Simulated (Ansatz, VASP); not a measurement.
**Zn in VASP and in Ansatz**

INCAR

```
SYSTEM = Zn
PREC = Accurate ; ENCUT = 520
EDIFF = 1E-6 ; ISMEAR = 0
SIGMA = 0.1 ; LREAL = .FALSE.
LASPH = .TRUE. ; NELM = 80
ALGO = Normal ; ISIF = 2
LWAVE = .FALSE. ; LCHARG = .TRUE.
GGA = PE ; LELF = .TRUE.
LVHAR = .TRUE. ; NBANDS = 12
```

Contents of KPOINTS:

```
regular mesh
0
G
  6 6 6
  0 0 0
```

Contents of POSCAR:

```
Zn
1.0
    1.6942499959      0.9781756912      2.1878343900
   -1.6942499959      0.9781756912      2.1878343900
    0.0000000000     -1.9563513824      2.1878343900
Zn
1
Direct
    0.0000000000      0.0000000000      0.0000000000
```

Input for Ansatz:

```yaml
crystal:
  lattice:
    - [1.6942499959, 0.9781756912, 2.18783439]
    - [-1.6942499959, 0.9781756912, 2.18783439]
    - [0.0, -1.9563513824, 2.18783439]
  atoms:
    - { symbol: Zn, position: [0.0, 0.0, 0.0] }
basis:
  ecutwfc: 420
kpoints:
  mp_grid: { grid: [6, 6, 6] }
hamiltonian:
  xc: pbe
scf:
  occupations: { method: gaussian, width: 0.1 }
output:
  forces: true
  stress: true
  eigenvalues: true
```

Alike in both runs: task single point; functional PBE; k mesh 6 × 6 × 6; occupations gaussian, width 0.1 eV; no spin polarisation.

```csv
,VASP,Ansatz
version,VASP 6.6.1,Ansatz 0.2.0
potentials or method,"VASP PAW PBE potentials, release 64 (Zn), cutoff 520 eV","scalar-relativistic, plane waves, PAW"
valence electrons in the cell,12,12
```

Ansatz gave:

- gap on the k mesh at the Fermi level (eV): none
- pressure (GPa): -9.3
- traceless stress, the component that is largest in VASP (GPa): -0.93

Problem. Which values does VASP return?

Solution. gap on the k mesh at the Fermi level (eV): none; pressure (GPa): -9.3; traceless stress, the component that is largest in VASP (GPa): -0.91.

A gap of «none» marks a metal or a gap that the smearing closes.

The k mesh is coarse, so the values compare programs but aren't converged.
